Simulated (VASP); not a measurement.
# Zn (R-3m) in VASP: further runs

The runs below take Zn through single point, with LDA.

Program: VASP 6.6.1. These are calculated values, not measurements. Logs are shortened: lines on timing, memory, paths and dates and some standing lists are left out, and cuts for length are marked.

## 1. The cell of the first run

It takes space group R-3m (No. 166, trigonal). Conventional cell: a = 3.492 Å, b = 3.492 Å, c = 3.878 Å, α = 90.00°, β = 90.00°, γ = 120.00°. Within 3.2 Å of Zn (site symmetry -3m) lie 6 Zn at 2.40 Å.

## 2. Single point, LDA

INCAR reads:

```
SYSTEM = Zn
PREC = Accurate
ENCUT = 520
EDIFF = 1E-6
ISMEAR = 0
SIGMA = 0.15
LREAL = .FALSE.
LASPH = .TRUE.
NELM = 80
ALGO = Fast
ISIF = 2
LWAVE = .FALSE.
LCHARG = .TRUE.
GGA = CA
LELF = .TRUE.
LVHAR = .TRUE.
NBANDS = 12
```

KPOINTS reads:

```
regular mesh
0
G
  22 22 22
  0 0 0
```

POSCAR reads:

```
Zn
1.0
   -0.9000362587      1.5694248499      1.5694248499
    1.5694248499     -0.9000362587      1.5694248499
    1.5694248499      1.5694248499     -0.9000362587
Zn
1
Direct
    0.0000000000      0.0000000000      0.0000000000
```

Potentials or basis: VASP PAW LDA potentials, release 64 (Zn).

Run with:

```
cat potpaw_LDA.64/Zn/POTCAR > POTCAR
mpirun -np 1 vasp_std > vasp.out
```

OUTCAR:

```text
SYSTEM = Zn
   PREC = Accurate
   ENCUT = 520
   EDIFF = 1E-6
   ISMEAR = 0
   LREAL = .FALSE.
   LASPH = .TRUE.
   NELM = 80
   ISIF = 2
   GGA = CA

 ion  position               nearest neighbor table
   1  0.000  0.000  0.000-

  LATTYP: Found a trigonal (rhomboedric) cell.
 ALAT       =     2.3950478045
 COS(alpha) =    -0.0631046292

  Lattice vectors:

 A1 = (  -0.9000362587,   1.5694248499,   1.5694248499)
 A2 = (   1.5694248499,  -0.9000362587,   1.5694248499)
 A3 = (   1.5694248499,   1.5694248499,  -0.9000362587)

Analysis of symmetry for initial positions (statically):
=====================================================================
 Subroutine PRICEL returns:
 Original cell was already a primitive cell.

 Routine SETGRP: Setting up the symmetry group for a
 trigonal (rhombohedral) supercell.

 Subroutine GETGRP returns: Found 12 space group operations
 (whereof 12 operations were pure point group operations)
 out of a pool of 12 trial point group operations.

The static configuration has the point symmetry D_3d.

Analysis of symmetry for dynamics (positions and initial velocities):
=====================================================================
 Subroutine PRICEL returns:
 Original cell was already a primitive cell.

 Routine SETGRP: Setting up the symmetry group for a
 trigonal (rhombohedral) supercell.

 Subroutine GETGRP returns: Found 12 space group operations
 (whereof 12 operations were pure point group operations)
 out of a pool of 12 trial point group operations.

The dynamic configuration has the point symmetry D_3d.

 Subroutine INISYM returns: Found 12 space group operations
 (whereof 12 operations are pure point group operations),
 and found     1 'primitive' translations

----------------------------------------------------------------------------------------

                                     Primitive cell

  volume of cell :      13.6528

  direct lattice vectors                    reciprocal lattice vectors
    -0.900036259  1.569424850  1.569424850    -0.121076040  0.283870608  0.283870608
     1.569424850 -0.900036259  1.569424850     0.283870608 -0.121076040  0.283870608
     1.569424850  1.569424850 -0.900036259     0.283870608  0.283870608 -0.121076040

  length of vectors
     2.395047805  2.395047805  2.395047805     0.419314264  0.419314264  0.419314264

  position of ions in fractional coordinates (direct lattice)
     0.000000000  0.000000000  0.000000000

  ion indices of the primitive-cell ions
   primitive index   ion index
                 1           1

----------------------------------------------------------------------------------------

 KPOINTS: regular mesh

Automatic generation of k-mesh.
 Grid dimensions read from file:
 generate k-points for:   22   22   22

 Generating k-lattice:

  Cartesian coordinates                     Fractional coordinates (reciprocal lattice)
    -0.005503456  0.012903209  0.012903209     0.045454545  0.000000000 -0.000000000
     0.012903209 -0.005503456  0.012903209     0.000000000  0.045454545 -0.000000000
     0.012903209  0.012903209 -0.005503456    -0.000000000 -0.000000000  0.045454545

  Length of vectors
     0.019059739  0.019059739  0.019059739

  Shift w.r.t. Gamma in fractional coordinates (k-lattice)
     0.000000000  0.000000000  0.000000000

 Subroutine IBZKPT returns following result:
 ===========================================

 Found   1024 irreducible k-points:

 Following reciprocal coordinates:
            Coordinates               Weight
  0.000000  0.000000  0.000000      1.000000
  0.045455  0.000000  0.000000      6.000000
  0.090909  0.000000  0.000000      6.000000
  0.136364  0.000000  0.000000      6.000000
  0.181818  0.000000  0.000000      6.000000
  0.227273  0.000000  0.000000      6.000000
[... 16 lines left out ...]
  0.500000  0.045455  0.000000     12.000000
 -0.454545  0.045455 -0.000000     12.000000
 [... further k-points ...]
   k-points           NKPTS =   1024   k-points in BZ     NKDIM =   1024   number of bands    NBANDS=     12
   number of dos      NEDOS =    301   number of ions     NIONS =      1
   total plane-waves  NPLWV =   5832
   dimension x,y,z NGX =    18 NGY =   18 NGZ =   18
   dimension x,y,z NGXF=    36 NGYF=   36 NGZF=   36
   ions per type =               1
   NGX,Y,Z   is equivalent  to a cutoff of  12.49, 12.49, 12.49 a.u.
   NGXF,Y,Z  is equivalent  to a cutoff of  24.99, 24.99, 24.99 a.u.
 SYSTEM =  Zn
   PREC   = accura    normal or accurate (medium, high low for compatibility)
   ISTART =      0    job   : 0-new  1-cont  2-samecut
   ICHARG =      2    charge: 1-file 2-atom 10-const
   ISPIN  =      1    spin polarized calculation?
   LNONCOLLINEAR =      F non collinear calculations
   LSORBIT =      F    spin-orbit coupling
   LASPH  =      T    aspherical Exc in radial PAW
   ENCUT  =  520.0 eV  38.22 Ry    6.18 a.u.   4.45  4.45  4.45*2*pi/ulx,y,z
   NELM   =     80;   NELMIN=  2; NELMDL= -5     # of ELM steps
   EDIFF  = 0.1E-05   stopping-criterion for ELM
   LREAL  =      F    real-space projection
   EDIFFG = 0.1E-04   stopping-criterion for IOM
   NSW    =      0    number of steps for IOM
   IBRION =     -1    ionic relax: 0-MD 1-quasi-New 2-CG
   NFREE  =      0    steps in history (QN), initial steepest desc. (CG)
   ISIF   =      2    stress and relaxation
   ISYM   =      2    0-nonsym 1-usesym 2-fastsym
   POTIM  = 0.5000    time-step for ionic-motion
   TEBEG  =    0.0;   TEEND  =   0.0 temperature during run
   PSTRESS=    0.0 pullay stress
   NELECT =      12.0000    total number of electrons
   NUPDOWN=      -1.0000    fix difference up-down
   EMIN   =  10.00;   EMAX   =-10.00  energy-range for DOS
   EFERMI =   0.00;   METHOD = LEGACY
   ISMEAR =     0;   SIGMA  =   0.15  broadening in eV -4-tet -1-fermi 0-gaus
   EFERMI_NEDOS =   21; number of points for ismear=-14 and -15
   IALGO  =     68    algorithm
   IMIX   =      4    mixing-type and parameters
     AMIX     =   0.40;   BMIX     =  1.00
     AMIX_MAG =   1.60;   BMIX_MAG =  1.00
  volume/ion in A,a.u.               =      13.65        92.13
  Fermi-wavevector in a.u.,A,eV,Ry     =   1.568175  2.963421 33.459071  2.459172
  Thomas-Fermi vector in A             =   2.670245
   LORBIT       =      0    0 simple, 1 ext, 2 COOP (PROOUT), +10 PAW based schemes
   GGA     = CA    functional components
   LHFCALC =     F    Hartree Fock is set to
   AEXX    =    0.0000 exact exchange contribution
   IVDW    =     0    specifies the selected vdW correction
   LEPSILON=     F    determine dielectric tensor
   LRPA    =     F    only Hartree local field effects (RPA)
 non-spin polarized calculation
 RMM-DIIS sequential band-by-band and
 Gauss-broadening in eV      SIGMA  =   0.15
  energy-cutoff  :      520.00
  volume of cell :       13.65
 maximum number of plane-waves:       383
 NGX is ok and might be reduce to    18

 number of electron      12.0000020 magnetization

 Free energy of the ion-electron system (eV)
  ---------------------------------------------------
  ext. energy  EPLUGINS =         0.00000000
  ---------------------------------------------------
  free energy    TOTEN  =        -1.48171133 eV

  energy without entropy =       -1.47824191  energy(sigma->0) =       -1.47997662

 E-fermi :   3.4814     XC(G=0): -12.4017

 val. band max:        3.4794329129   @ k =  -0.3636  -0.4545   0.2273
 cond. band min:       3.4881860250   @ k =  -0.4091   0.5000   0.0909
 fundamental gap:      0.0087531121
 Fermi energy:         3.4814201030

 k-point     1 :       0.0000    0.0000    0.0000
  band No.  band energies     occupation
      1      -7.6099      2.00000
      2      -5.5363      2.00000
      3      -5.5363      2.00000
      4      -3.6795      2.00000
      5      -3.6418      2.00000
      6      -3.6418      2.00000
      7      18.1769      0.00000
      8      18.3357      0.00000
      9      18.3357      0.00000
     10      21.5716      0.00000
     11      21.5716      0.00000
     12      25.6515      0.00000

 k-point     2 :       0.0455    0.0000    0.0000
  band No.  band energies     occupation
      1      -7.5534      2.00000
      2      -5.5322      2.00000
      3      -5.5174      2.00000
      4      -3.6876      2.00000
      5      -3.6533      2.00000
      6      -3.6446      2.00000
      7      17.2474      0.00000
      8      18.2982      0.00000
      9      18.3959      0.00000
     10      21.6157      0.00000
     11      22.4125      0.00000
     12      25.9645      0.00000

 k-point     3 :       0.0909    0.0000    0.0000
  band No.  band energies     occupation
      1      -7.3862      2.00000
      2      -5.5201      2.00000
      3      -5.4596      2.00000
      4      -3.7170      2.00000
      5      -3.6864      2.00000
      6      -3.6466      2.00000
      7      15.3977      0.00000
      8      18.4887      0.00000
      9      18.5745      0.00000
     10      21.7486      0.00000
     11      23.5011      0.00000
     12      27.0914      0.00000

 k-point     4 :       0.1364    0.0000    0.0000
  band No.  band energies     occupation
      1      -7.1169      2.00000
      2      -5.5012      2.00000
      3      -5.3584      2.00000
      4      -3.7679      2.00000
      5      -3.7381      2.00000
      6      -3.6443      2.00000
      7      13.4350      0.00000
      8      18.8050      0.00000
      9      18.8661      0.00000
     10      21.9736      0.00000
     11      24.1278      0.00000
     12      29.0230      0.00000

 k-point     5 :       0.1818    0.0000    0.0000
  band No.  band energies     occupation
      1      -6.7649      2.00000
      2      -5.4770      2.00000
      3      -5.2006      2.00000
      4      -3.8340      2.00000
      5      -3.8037      2.00000
      6      -3.6396      2.00000
      7      11.4956      0.00000
      8      19.2363      0.00000
      9      19.2616      0.00000
     10      22.2954      0.00000
     11      24.5360      0.00000
     12      31.3462      0.00000
[... 228 lines left out ...]
      1      -5.4231      2.00000
      2      -5.3382      2.00000
      3      -4.1781      2.00000
      4      -4.1380      2.00000
      5      -3.6212      2.00000
      6      -2.1134      2.00000
      7       2.9682      2.00000
      8      20.6241      0.00000
      9      22.4105      0.00000
     10      26.1741      0.00000
     11      27.4691      0.00000
     12      27.8183      0.00000

 k-point    22 :       0.4545    0.0455    0.0000
  band No.  band energies     occupation
      1      -5.3650      2.00000
      2      -5.3226      2.00000
      3      -4.2096      2.00000
      4      -4.1659      2.00000
      5      -3.6180      2.00000
      6      -1.0966      2.00000
      7       1.6329      2.00000
      8      21.3999      0.00000
      9      22.9708      0.00000
     10      26.6074      0.00000
     11      26.9912      0.00000
     12      27.1270      0.00000

 k-point    23 :       0.5000    0.0455    0.0000
  band No.  band energies     occupation
      1      -5.3481      2.00000
      2      -5.3125      2.00000
      3      -4.2268      2.00000
      4      -4.1752      2.00000
      5      -3.6168      2.00000
      6      -0.4481      2.00000
      7       0.8910      2.00000
      8      22.1840      0.00000
      9      23.2277      0.00000
     10      25.6815      0.00000
     11      26.6341      0.00000
     12      27.1411      0.00000

 k-point    24 :      -0.4545    0.0455   -0.0000
  band No.  band energies     occupation
      1      -5.3639      2.00000
      2      -5.3166      2.00000
      3      -4.2269      2.00000
      4      -4.1654      2.00000
      5      -3.6176      2.00000
      6      -1.2136      2.00000
      7       1.7848      2.00000
      8      22.7983      0.00000
      9      23.0389      0.00000
     10      24.7475      0.00000
     11      26.3957      0.00000
     12      26.7467      0.00000

 [... further k-points ...]
[... 5 lines left out ...]
  --------------------------------------------------------------------------------------
  -------------------------------------------------------------------------------------
  Total        1.4864956      1.4864956      1.4864956     -0.1781601     -0.1781601     -0.1781601
  in kB      174.4423448    174.4423448    174.4423448    -20.9073379    -20.9073379    -20.9073379
  external PRESSURE =     174.4423448 kB  Pullay stress =       0.0000000 kB

 VOLUME and BASIS-vectors are now :
 -----------------------------------------------------------------------------
  energy-cutoff  :      520.00
  volume of cell :       13.65
      direct lattice vectors                 reciprocal lattice vectors
    -0.900036259  1.569424850  1.569424850    -0.121076040  0.283870608  0.283870608
     1.569424850 -0.900036259  1.569424850     0.283870608 -0.121076040  0.283870608
     1.569424850  1.569424850 -0.900036259     0.283870608  0.283870608 -0.121076040

 POSITION                                       TOTAL-FORCE (eV/Angst)
 -----------------------------------------------------------------------------------
      0.00000      0.00000      0.00000         0.000000      0.000000     -0.000000
 -----------------------------------------------------------------------------------
    total drift:                                0.000000     -0.000000      0.000000

  FREE ENERGIE OF THE ION-ELECTRON SYSTEM (eV)
  ---------------------------------------------------
  free  energy   TOTEN  =        -1.4817113323 eV

  energy  without entropy=       -1.4782419089  energy(sigma->0) =       -1.47997662
```

Run time: 87 s. Hardware: 1 thread of Intel Xeon Platinum 8488C (Sapphire Rapids), shared host; peak memory 0.25 GiB.

Results:

- Free energy: -1.4817 eV
- Pressure: 17.4 GPa
- Band gap on the k mesh: zero (band 6 reaches 9.38 eV, above the bottom of band 7 at 0.86 eV)

## 3. Single point, LDA

This run uses another cell than the first one, of the same volume but with other edges.

INCAR reads:

```
SYSTEM = Zn
  PREC = Accurate
  ENCUT = 520
  EDIFF = 1E-7
  ISMEAR = 0
  SIGMA = 0.15
  LREAL = .FALSE.
  LASPH = .TRUE.
  NELM = 60
  ALGO = Fast
  ISIF = 2
  LWAVE = .FALSE.
  LCHARG = .FALSE.
  NBANDS = 12
```

KPOINTS is that of step 2.

POSCAR reads:

```
Zn
1.0
   -1.7049986365      1.5120810890      1.5120810890
    1.5120810890     -1.7049986365      1.5120810890
    1.5120810890      1.5120810890     -1.7049986365
Zn
1
Direct
    0.0000000000      0.0000000000      0.0000000000
```

Potentials or basis: VASP PAW LDA potentials, release 64 (Zn).

Run with:

```
cat potpaw_LDA.64/Zn/POTCAR > POTCAR
mpirun -np 1 vasp_std > vasp.out
```

Run time: 1.7 min. Hardware: 1 thread of Intel Xeon Platinum 8488C (Sapphire Rapids), shared host; peak memory 0.26 GiB.

The run converged. Its results:

```
Free energy            : -1.6725 eV
Pressure               : 8.4 GPa
Band gap on the k mesh : zero (band 6 reaches 7.30 eV, above the bottom of band 7 at 1.59 eV)
```

Stress tensor (GPa, compression positive):
```
 8.38 10.27 10.27
10.27  8.38 10.27
10.27 10.27  8.38
```

Levels at points of the mesh, in eV from the Fermi level:
| k point | band 3 | band 4 | band 5 | band 6 | band 7 | band 8 | band 9 | band 10 |
| --- | --- | --- | --- | --- | --- | --- | --- | --- |
| (0.00, 0.00, 0.00) | -7.92 | -7.92 | -7.24 | -7.24 | 16.64 | 16.64 | 18.99 | 20.61 |
| (0.50, 0.00, 0.00) | -7.57 | -7.49 | -6.88 | -1.95 | 1.25 | 11.43 | 13.30 | 16.09 |
| (0.50, 0.50, 0.00) | -7.26 | -7.22 | -7.06 | -3.62 | -1.99 | 9.89 | 14.53 | 19.69 |
| (0.50, 0.50, 0.50) | -7.28 | -7.28 | -6.72 | 3.73 | 5.48 | 5.48 | 9.54 | 9.69 |

## 4. Single point, LDA

This run uses another cell than the first one, of the same volume but with other edges.

INCAR reads:

```
PREC = Accurate ; ENCUT = 520
EDIFF = 1E-6 ; ISMEAR = 0
SIGMA = 0.15 ; LREAL = F
LASPH = T ; NELM = 60
ALGO = Fast ; ISIF = 2
LWAVE = F ; LCHARG = F
GGA = CA ; NBANDS = 12
```

KPOINTS reads:

```
Automatic mesh
0
Gamma
  22 22 22
```

POSCAR reads:

```
Zn
1.0
   -2.1104799730      1.5615165002      1.5615165002
    1.5615165002     -2.1104799730      1.5615165002
    1.5615165002      1.5615165002     -2.1104799730
Zn
1
Direct
    0.0000000000      0.0000000000      0.0000000000
```

Run with:

```
cat potpaw_LDA.64/Zn/POTCAR > POTCAR
mpirun -np 1 vasp_std > vasp.out
```

It took 1.7 min on 1 thread of Intel Xeon Platinum 8488C (Sapphire Rapids), shared host; peak memory 0.26 GiB.

Results (log left out):

| Item | Value |
| --- | --- |
| Free energy | 1.5199 eV |
| Pressure | 100.3 GPa |
| Band gap on the k mesh | zero (band 6 reaches 8.22 eV, above the bottom of band 7 at -0.98 eV) |

Stress tensor (GPa, compression positive):
```
100.32 103.64 103.64
103.64 100.32 103.64
103.64 103.64 100.32
```

Levels at points of the mesh, in eV from the Fermi level:
```tsv
k point	band 3	band 4	band 5	band 6	band 7	band 8	band 9	band 10
(0.00, 0.00, 0.00)	-8.93	-8.93	-6.83	-6.83	8.79	8.79	14.15	14.78
(0.50, 0.00, 0.00)	-7.95	-7.82	-6.77	1.72	6.93	12.67	15.08	17.55
(0.50, 0.50, 0.00)	-8.43	-6.82	-6.81	-4.58	-4.55	4.67	10.01	27.53
(0.50, 0.50, 0.50)	-7.82	-7.82	-6.49	4.65	9.53	9.53	12.43	12.43
```

## 5. Single point, LDA

This run uses another cell than the first one, of 14.02 Å³/atom, 1.027 times its volume.

INCAR reads:

```
  ALGO = Fast
  EDIFF = 1E-7
  ENCUT = 520
  ISIF = 2
  ISMEAR = 0
  LASPH = True
  LCHARG = False
  LREAL = False
  LWAVE = False
  NBANDS = 12
  NELM = 80
  PREC = Accurate
  SIGMA = 0.15
```

KPOINTS reads:

```
k-points
0
Gamma
  22 22 22
```

POSCAR reads:

```
Zn
1.0
   -1.9229341275      1.5444151633      1.5444151633
    1.5444151633     -1.9229341275      1.5444151633
    1.5444151633      1.5444151633     -1.9229341275
Zn
1
Direct
    0.0000000000      0.0000000000      0.0000000000
```

Run with:

```
cat potpaw_LDA.64/Zn/POTCAR > POTCAR
mpirun -np 1 vasp_std > vasp.out
```

Wall time 2.4 min (1 thread of Intel Xeon Platinum 8488C (Sapphire Rapids), shared host); peak memory 0.27 GiB.

Results (log left out):

```
Free energy            : -0.9207 eV
Pressure               : 33.5 GPa
Band gap on the k mesh : zero (band 6 reaches 6.86 eV, above the bottom of band 7 at 0.06 eV)
```

Stress tensor (GPa, compression positive):
```
33.52 38.65 38.65
38.65 33.52 38.65
38.65 38.65 33.52
```

Levels at points of the mesh, in eV from the Fermi level:
```tsv
k point	band 3	band 4	band 5	band 6	band 7	band 8	band 9	band 10
(0.00, 0.00, 0.00)	-7.95	-7.95	-6.80	-6.80	12.39	12.39	16.38	17.38
(0.50, 0.00, 0.00)	-7.51	-7.33	-6.62	-0.29	3.82	11.40	13.72	16.32
(0.50, 0.50, 0.00)	-7.37	-6.78	-6.74	-3.82	-3.12	7.20	12.07	28.01
(0.50, 0.50, 0.50)	-7.29	-7.29	-6.31	3.68	7.22	7.22	10.72	10.72
```

## 6. Overview

| cell | further INCAR settings | gap on the mesh (eV) | pressure (GPa) |
| --- | --- | --- | --- |
| a = 2.395 Å, angles 93.6°, 1 atom | ALGO = Fast; EDIFF = 1e-06; NBANDS = 12 | none | 17.4 |
| a = 2.735 Å, angles 112.6°, 1 atom | ALGO = Fast; EDIFF = 1e-07; NBANDS = 12 | none | 8.4 |
| a = 3.055 Å, angles 116.4°, 1 atom | ALGO = Fast; EDIFF = 1e-06; NBANDS = 12 | none | 100.3 |
| a = 2.910 Å, angles 114.8°, 1 atom | ALGO = Fast; EDIFF = 1e-07; NBANDS = 12 | none | 33.5 |

Alike in all rows: task single point; level LDA; potentials or basis VASP PAW LDA potentials, release 64 (Zn); no spin polarisation; k mesh 22 × 22 × 22; cutoff (eV) 520; smearing gaussian 0.15 eV.

Absolute energies hang on the potentials; compare differences alone.
